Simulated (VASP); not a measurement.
# AlB2As3 (P4/mmm) in VASP: further runs

AlB2As3 is run at these levels: PBE; tasks: single point, relaxation of cell and atoms.

All numbers are computed with VASP 6.6.1; they aren't measurements. Logs are shortened: lines on timing, memory, paths and dates and some standing lists are left out, and cuts for length are marked.

### 1 The cell of the first run

Symmetry: P4/mmm, No. 123, tetragonal system. Conventional cell: a = 3.791 Å, b = 3.791 Å, c = 8.025 Å, α = 90.00°, β = 90.00°, γ = 90.00°. Al (site symmetry 4/mmm) has 2 B at 2.06 Å and 4 As at 2.68 Å within 2.7 Å. B (site symmetry 4mm) has 1 As at 1.95 Å and 1 Al at 2.06 Å within 2.6 Å. Within 2.6 Å of As (site symmetry 4/mmm) lie 2 B at 1.95 Å. Within 3.5 Å of As (site symmetry 4/mmm) lie 4 Al at 2.68 Å and 8 B at 3.38 Å. As (site symmetry 4/mmm) has 4 As at 2.68 Å and 8 B at 3.32 Å within 3.5 Å.

### 2 Single point, PBE

File INCAR:

```
PREC = Accurate ; ENCUT = 520
EDIFF = 1E-7 ; ISMEAR = 0
SIGMA = 0.1 ; LREAL = F
LASPH = T ; NELM = 100
ALGO = Normal ; ISIF = 2
LWAVE = F ; LCHARG = T
GGA = PE ; LELF = T
LVHAR = T ; NBANDS = 21
```

File KPOINTS:

```
Automatic mesh
0
Gamma
  10 10 6
```

File POSCAR:

```
AlB2As3
1.0
    3.7912332969      0.0000000000      0.0000000000
    0.0000000000      3.7912332969      0.0000000000
    0.0000000000      0.0000000000      8.0245780051
Al B As
1 2 3
Direct
    0.0000000000      0.0000000000      0.5000000000
    0.0000000000      0.0000000000      0.7566825604
    0.0000000000      0.0000000000      0.2433174396
    0.0000000000      0.0000000000      0.0000000000
    0.5000000000      0.5000000000      0.5000000000
    0.5000000000      0.5000000000      0.0000000000
```

Potentials or basis: VASP PAW PBE potentials, release 64 (Al, B, As).

The run is started by

```
cat potpaw_PBE.64/Al/POTCAR potpaw_PBE.64/B/POTCAR potpaw_PBE.64/As/POTCAR > POTCAR
mpirun -np 1 vasp_std > vasp.out
```

OUTCAR:

```text
PREC = Accurate
   ENCUT = 520
   EDIFF = 1E-7
   ISMEAR = 0
   LREAL = F
   LASPH = T
   NELM = 100
   ISIF = 2
   GGA = PE

 ion  position               nearest neighbor table
   1  0.000  0.000  0.500-   2 2.06   3 2.06   5 2.68   5 2.68   5 2.68   5 2.68
   2  0.000  0.000  0.757-   4 1.95   1 2.06
   3  0.000  0.000  0.243-   4 1.95   1 2.06
   4  0.000  0.000  0.000-   2 1.95   3 1.95   6 2.68   6 2.68   6 2.68   6 2.68
   5  0.500  0.500  0.500-   1 2.68   1 2.68   1 2.68   1 2.68
   6  0.500  0.500  0.000-   4 2.68   4 2.68   4 2.68   4 2.68

  LATTYP: Found a simple tetragonal cell.
 ALAT       =     3.7912332969
 C/A-ratio  =     2.1166141402

  Lattice vectors:

 A1 = (   3.7912332969,   0.0000000000,   0.0000000000)
 A2 = (   0.0000000000,   3.7912332969,   0.0000000000)
 A3 = (   0.0000000000,   0.0000000000,   8.0245780051)

Analysis of symmetry for initial positions (statically):
=====================================================================
 Subroutine PRICEL returns:
 Original cell was already a primitive cell.

 Routine SETGRP: Setting up the symmetry group for a
 simple tetragonal supercell.

 Subroutine GETGRP returns: Found 16 space group operations
 (whereof 16 operations were pure point group operations)
 out of a pool of 16 trial point group operations.

The static configuration has the point symmetry D_4h.

Analysis of symmetry for dynamics (positions and initial velocities):
=====================================================================
 Subroutine PRICEL returns:
 Original cell was already a primitive cell.

 Routine SETGRP: Setting up the symmetry group for a
 simple tetragonal supercell.

 Subroutine GETGRP returns: Found 16 space group operations
 (whereof 16 operations were pure point group operations)
 out of a pool of 16 trial point group operations.

The dynamic configuration has the point symmetry D_4h.

 Subroutine INISYM returns: Found 16 space group operations
 (whereof 16 operations are pure point group operations),
 and found     1 'primitive' translations

----------------------------------------------------------------------------------------

                                     Primitive cell

  volume of cell :     115.3409

  direct lattice vectors                    reciprocal lattice vectors
     3.791233297  0.000000000  0.000000000     0.263766411  0.000000000  0.000000000
     0.000000000  3.791233297  0.000000000     0.000000000  0.263766411  0.000000000
     0.000000000  0.000000000  8.024578005     0.000000000  0.000000000  0.124617145

  length of vectors
     3.791233297  3.791233297  8.024578005     0.263766411  0.263766411  0.124617145

  position of ions in fractional coordinates (direct lattice)
     0.000000000  0.000000000  0.500000000
     0.000000000  0.000000000  0.756682560
     0.000000000  0.000000000  0.243317440
     0.000000000  0.000000000  0.000000000
     0.500000000  0.500000000  0.500000000
     0.500000000  0.500000000  0.000000000

  ion indices of the primitive-cell ions
   primitive index   ion index
                 1           1
                 2           2
                 3           3
                 4           4
                 5           5
                 6           6

----------------------------------------------------------------------------------------

 KPOINTS: Automatic mesh

Automatic generation of k-mesh.
 Grid dimensions read from file:
 generate k-points for:   10   10    6

 Generating k-lattice:

  Cartesian coordinates                     Fractional coordinates (reciprocal lattice)
     0.026376641  0.000000000  0.000000000     0.100000000  0.000000000  0.000000000
     0.000000000  0.026376641  0.000000000     0.000000000  0.100000000  0.000000000
     0.000000000  0.000000000  0.020769524     0.000000000  0.000000000  0.166666667

  Length of vectors
     0.026376641  0.026376641  0.020769524

  Shift w.r.t. Gamma in fractional coordinates (k-lattice)
     0.000000000  0.000000000  0.000000000

 Subroutine IBZKPT returns following result:
 ===========================================

 Found     84 irreducible k-points:

 Following reciprocal coordinates:
            Coordinates               Weight
  0.000000  0.000000  0.000000      1.000000
  0.100000  0.000000  0.000000      4.000000
  0.200000  0.000000  0.000000      4.000000
  0.300000  0.000000  0.000000      4.000000
  0.400000  0.000000  0.000000      4.000000
  0.500000  0.000000  0.000000      2.000000
[... 16 lines left out ...]
  0.100000  0.000000  0.166667      8.000000
  0.200000  0.000000  0.166667      8.000000
 [... further k-points ...]
   k-points           NKPTS =     84   k-points in BZ     NKDIM =     84   number of bands    NBANDS=     21
   number of dos      NEDOS =    301   number of ions     NIONS =      6
   total plane-waves  NPLWV =  47040
   dimension x,y,z NGX =    28 NGY =   28 NGZ =   60
   dimension x,y,z NGXF=    56 NGYF=   56 NGZF=  120
   ions per type =               1   2   3
   NGX,Y,Z   is equivalent  to a cutoff of  12.28, 12.28, 12.43 a.u.
   NGXF,Y,Z  is equivalent  to a cutoff of  24.56, 24.56, 24.86 a.u.
 SYSTEM =  unknown system
   PREC   = accura    normal or accurate (medium, high low for compatibility)
   ISTART =      0    job   : 0-new  1-cont  2-samecut
   ICHARG =      2    charge: 1-file 2-atom 10-const
   ISPIN  =      1    spin polarized calculation?
   LNONCOLLINEAR =      F non collinear calculations
   LSORBIT =      F    spin-orbit coupling
   LASPH  =      T    aspherical Exc in radial PAW
   ENCUT  =  520.0 eV  38.22 Ry    6.18 a.u.   7.05  7.05 14.92*2*pi/ulx,y,z
   NELM   =    100;   NELMIN=  2; NELMDL= -5     # of ELM steps
   EDIFF  = 0.1E-06   stopping-criterion for ELM
   LREAL  =      F    real-space projection
   EDIFFG = 0.1E-05   stopping-criterion for IOM
   NSW    =      0    number of steps for IOM
   IBRION =     -1    ionic relax: 0-MD 1-quasi-New 2-CG
   NFREE  =      0    steps in history (QN), initial steepest desc. (CG)
   ISIF   =      2    stress and relaxation
   ISYM   =      2    0-nonsym 1-usesym 2-fastsym
   POTIM  = 0.5000    time-step for ionic-motion
   TEBEG  =    0.0;   TEEND  =   0.0 temperature during run
   PSTRESS=    0.0 pullay stress
   NELECT =      24.0000    total number of electrons
   NUPDOWN=      -1.0000    fix difference up-down
   EMIN   =  10.00;   EMAX   =-10.00  energy-range for DOS
   EFERMI =   0.00;   METHOD = LEGACY
   ISMEAR =     0;   SIGMA  =   0.10  broadening in eV -4-tet -1-fermi 0-gaus
   EFERMI_NEDOS =   21; number of points for ismear=-14 and -15
   IALGO  =     38    algorithm
   IMIX   =      4    mixing-type and parameters
     AMIX     =   0.40;   BMIX     =  1.00
     AMIX_MAG =   1.60;   BMIX_MAG =  1.00
  volume/ion in A,a.u.               =      19.22       129.73
  Fermi-wavevector in a.u.,A,eV,Ry     =   0.970102  1.833227 12.804420  0.941098
  Thomas-Fermi vector in A             =   2.100210
   LORBIT       =      0    0 simple, 1 ext, 2 COOP (PROOUT), +10 PAW based schemes
   GGA     = PE    functional components
   LHFCALC =     F    Hartree Fock is set to
   AEXX    =    0.0000 exact exchange contribution
   IVDW    =     0    specifies the selected vdW correction
   LEPSILON=     F    determine dielectric tensor
   LRPA    =     F    only Hartree local field effects (RPA)
 non-spin polarized calculation
 Gauss-broadening in eV      SIGMA  =   0.10
  energy-cutoff  :      520.00
  volume of cell :      115.34
 maximum number of plane-waves:      3144
   NGX = 15   NGY = 15   NGZ = 29

 number of electron      24.0000001 magnetization

 Free energy of the ion-electron system (eV)
  ---------------------------------------------------
  ext. energy  EPLUGINS =         0.00000000
  ---------------------------------------------------
  free energy    TOTEN  =       -24.29945154 eV

  energy without entropy =      -24.28008293  energy(sigma->0) =      -24.28976724

 E-fermi :   3.9532     XC(G=0):  -9.5118

 val. band max:        3.9423235542   @ k =   0.2000   0.2000   0.0000
 cond. band min:       3.9578111471   @ k =   0.5000   0.1000   0.1667
 fundamental gap:      0.0154875929
 Fermi energy:         3.9531522552

 k-point     1 :       0.0000    0.0000    0.0000
  band No.  band energies     occupation
      1     -10.6429      2.00000
      2      -7.5373      2.00000
      3      -4.7002      2.00000
      4      -3.9960      2.00000
      5      -0.7539      2.00000
      6      -0.3376      2.00000
[... 13 lines left out ...]
     20       9.4694      0.00000
     21       9.6168      0.00000

 k-point     2 :       0.1000    0.0000    0.0000
  band No.  band energies     occupation
      1     -10.5570      2.00000
      2      -7.4584      2.00000
      3      -4.6466      2.00000
      4      -4.3361      2.00000
      5      -0.9869      2.00000
      6      -0.2826      2.00000
[... 13 lines left out ...]
     20       8.9066      0.00000
     21       9.0188      0.00000

 k-point     3 :       0.2000    0.0000    0.0000
  band No.  band energies     occupation
      1     -10.3039      2.00000
      2      -7.2302      2.00000
      3      -5.1455      2.00000
      4      -4.4970      2.00000
      5      -1.6048      2.00000
      6      -0.1278      2.00000
[... 13 lines left out ...]
     20       8.9123      0.00000
     21       9.4510      0.00000

 k-point     4 :       0.3000    0.0000    0.0000
  band No.  band energies     occupation
      1      -9.9032      2.00000
      2      -6.8888      2.00000
      3      -6.0970      2.00000
      4      -4.2887      2.00000
      5      -2.4241      2.00000
      6       0.0933      2.00000
[... 13 lines left out ...]
     20       9.1446      0.00000
     21      10.4547      0.00000

 k-point     5 :       0.4000    0.0000    0.0000
  band No.  band energies     occupation
      1      -9.4223      2.00000
      2      -6.9829      2.00000
      3      -6.4938      2.00000
      4      -4.0945      2.00000
      5      -3.1550      2.00000
      6       0.3222      2.00000
[... 13 lines left out ...]
     20       8.5781      0.00000
     21      10.1713      0.00000

 k-point     6 :       0.5000    0.0000    0.0000
  band No.  band energies     occupation
      1      -9.1373      2.00000
      2      -7.3949      2.00000
      3      -6.3174      2.00000
      4      -4.0122      2.00000
      5      -3.4690      2.00000
      6       0.5230      2.00000
[... 13 lines left out ...]
     20       8.2539      0.00000
     21      10.1002      0.00000

 k-point     7 :       0.1000    0.1000    0.0000
  band No.  band energies     occupation
      1     -10.4719      2.00000
      2      -7.3802      2.00000
      3      -4.5941      2.00000
      4      -4.5796      2.00000
      5      -1.1456      2.00000
      6      -0.3051      2.00000
[... 13 lines left out ...]
     20       9.1654      0.00000
     21       9.7158      0.00000
[... 291 lines left out ...]
      1      -8.5093      2.00000
      2      -6.3881      2.00000
      3      -5.6297      2.00000
      4      -3.6450      2.00000
      5      -2.2857      2.00000
      6      -2.1820      2.00000
[... 13 lines left out ...]
     20      10.5986      0.00000
     21      10.7443      0.00000

 k-point    21 :       0.5000    0.5000    0.0000
  band No.  band energies     occupation
      1      -8.4258      2.00000
      2      -6.2196      2.00000
      3      -5.5342      2.00000
      4      -3.6009      2.00000
      5      -2.5028      2.00000
      6      -2.5028      2.00000
[... 13 lines left out ...]
     20      10.3175      0.00000
     21      11.0611      0.00000

 k-point    22 :       0.0000    0.0000    0.1667
  band No.  band energies     occupation
      1     -10.6407      2.00000
      2      -7.5620      2.00000
      3      -4.6063      2.00000
      4      -3.9979      2.00000
      5      -1.1440      2.00000
      6      -0.0619      2.00000
[... 13 lines left out ...]
     20       9.0034      0.00000
     21       9.5347      0.00000

 k-point    23 :       0.1000    0.0000    0.1667
  band No.  band energies     occupation
      1     -10.5548      2.00000
      2      -7.4827      2.00000
      3      -4.5585      2.00000
      4      -4.3343      2.00000
      5      -1.2325      2.00000
      6      -0.2026      2.00000
[... 13 lines left out ...]
     20       8.7925      0.00000
     21       8.9366      0.00000

 k-point    24 :       0.2000    0.0000    0.1667
  band No.  band energies     occupation
      1     -10.3018      2.00000
      2      -7.2533      2.00000
      3      -5.1445      2.00000
      4      -4.4221      2.00000
      5      -1.6245      2.00000
      6      -0.3690      2.00000
[... 13 lines left out ...]
     20       8.9357      0.00000
     21       9.2515      0.00000

 [... further k-points ...]
[... 5 lines left out ...]
  --------------------------------------------------------------------------------------
  -------------------------------------------------------------------------------------
  Total        0.0869725      0.0869725      0.2415965      0.0000000     -0.0000000      0.0000000
  in kB        1.2081180      1.2081180      3.3559697      0.0000000     -0.0000000      0.0000000
  external PRESSURE =       1.9240685 kB  Pullay stress =       0.0000000 kB

 VOLUME and BASIS-vectors are now :
 -----------------------------------------------------------------------------
  energy-cutoff  :      520.00
  volume of cell :      115.34
      direct lattice vectors                 reciprocal lattice vectors
     3.791233297  0.000000000  0.000000000     0.263766411  0.000000000  0.000000000
     0.000000000  3.791233297  0.000000000     0.000000000  0.263766411  0.000000000
     0.000000000  0.000000000  8.024578005     0.000000000  0.000000000  0.124617145

 POSITION                                       TOTAL-FORCE (eV/Angst)
 -----------------------------------------------------------------------------------
      0.00000      0.00000      4.01229         0.000000      0.000000      0.000000
      0.00000      0.00000      6.07206        -0.000000     -0.000000     -0.080254
      0.00000      0.00000      1.95252         0.000000     -0.000000      0.080254
      0.00000      0.00000      0.00000         0.000000      0.000000      0.000000
      1.89562      1.89562      4.01229         0.000000      0.000000      0.000000
      1.89562      1.89562      0.00000         0.000000      0.000000      0.000000
 -----------------------------------------------------------------------------------
    total drift:                                0.000000      0.000000     -0.000000

  FREE ENERGIE OF THE ION-ELECTRON SYSTEM (eV)
  ---------------------------------------------------
  free  energy   TOTEN  =       -24.2994515401 eV

  energy  without entropy=      -24.2800829342  energy(sigma->0) =      -24.28976724
```

Wall time 73 s (1 thread of Intel Xeon 6975P-C (Granite Rapids), shared host); peak memory 0.33 GiB.

What came out:

```yaml
Free_energy: -24.2995 eV
Pressure: 0.2 GPa
Largest_force: 0.080 eV/Å
Band_gap_on_the_k_mesh: zero (band 12 reaches 4.82 eV, above the bottom of band 13 at 2.93 eV)
```

Forces on the atoms (eV/Å):
```
Al   0.000  0.000  0.000
B    0.000  0.000 -0.080
B    0.000  0.000  0.080
As   0.000  0.000  0.000
As   0.000  0.000  0.000
As   0.000  0.000  0.000
```

(Continued in part 2 of 2.)
